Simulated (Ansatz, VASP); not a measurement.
TiGeSe4: VASP beside Ansatz

```
CELL_PARAMETERS angstrom
3.59209 0.00000 0.00000
-1.79605 3.11084 0.00000
0.00000 0.00000 13.54351
ATOMIC_POSITIONS crystal
Ti 0.00000 0.00000 0.00000
Ge 0.00000 0.00000 0.50000
Se 0.66667 0.33333 0.88735
Se 0.66667 0.33333 0.38733
Se 0.33333 0.66667 0.61267
Se 0.33333 0.66667 0.11265
```

Change from the starting cell: species swapped into the TaTiTe4 type (P-3m1, No. 164).

Alike in both runs: functional PBE; k mesh 12 × 12 × 4; occupations gaussian, width 0.1 eV; no spin polarisation.

Ansatz relaxed the structure, and its values are those at the end. VASP's run is a single point on that final structure, the one shown.

|  | VASP | Ansatz |
| --- | --- | --- |
| version | VASP 6.6.1 | Ansatz 0.2.0 |
| potentials or method | VASP PAW PBE potentials, release 64 (Ti_sv, Ge_d, Se), cutoff 520 eV | scalar-relativistic, plane waves, PAW |
| valence electrons in the cell | 50 | 90 |

Ansatz gave:

| Property | Result |
| --- | --- |
| gap on the k mesh at the Fermi level (eV) | none |
| pressure (GPa) | 0.0 |
| rms of the force components (eV/Å) | 0.002 |

Problem. Which values does VASP return?

Solution. gap on the k mesh at the Fermi level (eV): none; pressure (GPa): 0.1; rms of the force components (eV/Å): 0.010.

A gap of «none» marks a metal or a gap that the smearing closes. VASP's potentials hold 50 valence electrons a cell and Ansatz's 90, so a difference there can come from the potentials and not from the codes.
